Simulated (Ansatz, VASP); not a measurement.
## C in VASP and in Ansatz

File INCAR:

```
ALGO = Normal ; EDIFF = 1E-6
ENCUT = 520 ; GGA = PE
ISIF = 2 ; ISMEAR = 0
IVDW = 12 ; LASPH = T
LCHARG = T ; LELF = T
LREAL = F ; LVHAR = T
LWAVE = F ; NBANDS = 16
NELM = 60 ; PREC = Accurate
SIGMA = 0.15
```

File KPOINTS:

```
k-points
0
Gamma
  24 24 8
```

The input POSCAR:

```
C
1.0
    1.2496583434     -2.1633846282      0.0000000000
    1.2496583434      2.1633846282      0.0000000000
    0.0000000000      0.0000000000      6.6164467411
C
4
Direct
    0.0833101797      0.9166898203      0.7500000000
    0.5833101797      0.4166898203      0.2500000000
    0.9166898203      0.0833101797      0.2500000000
    0.4166898203      0.5833101797      0.7500000000
```

Input for Ansatz:

```yaml
crystal:
  lattice:
    - [1.2496583434, -2.1633846282, 0.0]
    - [1.2496583434, 2.1633846282, 0.0]
    - [0.0, 0.0, 6.6164467411]
  atoms:
    - { symbol: C, position: [0.0833101797, 0.9166898203, 0.75] }
    - { symbol: C, position: [0.5833101797, 0.4166898203, 0.25] }
    - { symbol: C, position: [0.9166898203, 0.0833101797, 0.25] }
    - { symbol: C, position: [0.4166898203, 0.5833101797, 0.75] }
basis:
  ecutwfc: 420
kpoints:
  mp_grid: { grid: [24, 24, 8] }
hamiltonian:
  xc: pbe
  dispersion: d3bj
scf:
  occupations: { method: gaussian, width: 0.15 }
output:
  forces: true
  stress: true
  eigenvalues: true
```

Alike in both runs: task single point; functional PBE; dispersion D3(BJ); k mesh 24 × 24 × 8; occupations gaussian, width 0.15 eV; no spin polarisation.

|  | VASP | Ansatz |
| --- | --- | --- |
| version | VASP 6.6.1 | Ansatz 0.2.0 |
| potentials or method | VASP PAW PBE potentials, release 64 (C), cutoff 520 eV | scalar-relativistic, plane waves, PAW |
| valence electrons in the cell | 16 | 16 |

```tsv
	VASP	Ansatz	Ansatz less VASP
gap on the k mesh at the Fermi level (eV)	none	none	-
pressure (GPa)	-10.6	-11.0	-0.42
traceless stress, the component that is largest in VASP (GPa)	11.66	12.16	+0.497
```

A gap of «none» marks a metal or a gap that the smearing closes.
